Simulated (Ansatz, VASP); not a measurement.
# SnO in VASP and in Ansatz

The input INCAR:

```
PREC = Accurate
ENCUT = 600
EDIFF = 1E-6
ISMEAR = 0
SIGMA = 0.1
LREAL = F
LASPH = T
NELM = 100
ALGO = Normal
ISIF = 3
LWAVE = F
LCHARG = F
GGA = PE
IBRION = 2
NSW = 90
EDIFFG = -0.04
```

Contents of KPOINTS:

```
regular mesh
0
Gamma
  6 6 6
```

POSCAR

```
SnO
1.0
    3.2381449100      0.0000000000      0.0000000000
    0.0000000000      3.2381449100      0.0000000000
    0.0000000000      0.0000000000      3.2381449100
Sn O
1 1
Direct
    0.5000000000      0.5000000000      0.5000000000
    0.0000000000      0.0000000000      0.0000000000
```

Input for Ansatz:

```yaml
crystal:
  lattice:
    - [3.23814491, 0.0, 0.0]
    - [0.0, 3.23814491, 0.0]
    - [0.0, 0.0, 3.23814491]
  atoms:
    - { symbol: Sn, position: [0.5, 0.5, 0.5] }
    - { symbol: O, position: [0.0, 0.0, 0.0] }
basis:
  ecutwfc: 420
kpoints:
  mp_grid: { grid: [6, 6, 6] }
hamiltonian:
  xc: pbe
scf:
  occupations: { method: gaussian, width: 0.1 }
  lower_state_search: "off"
output:
  forces: true
  stress: true
  eigenvalues: true
relax:
  adjacent_minimum: "off"
  f_tol: 0.04
  max_steps: 70
  cell: { stress_tol: 0.4 }
```

Change from the starting cell: species swapped into the AlFe type (Pm-3m, No. 221).

Alike in both runs: task relaxation of cell and atoms; functional PBE; k mesh 6 × 6 × 6; occupations gaussian, width 0.1 eV; no spin polarisation.

|  | VASP | Ansatz |
| --- | --- | --- |
| version | VASP 6.6.1 | Ansatz 0.2.0 |
| potentials or method | VASP PAW PBE potentials, release 64 (Sn_d, O), cutoff 600 eV | scalar-relativistic, plane waves, PAW |
| valence electrons in the cell | 20 | 20 |

```csv
,VASP,Ansatz,Ansatz less VASP
"gap on the k mesh at the Fermi level, each at its own relaxed structure (eV)",0.29,0.31,+0.017
relaxed volume (Å³/atom),15.39,15.46,+0.072
relaxed cell length with the largest relative difference (Å),3.134,3.139,+0.0049
```
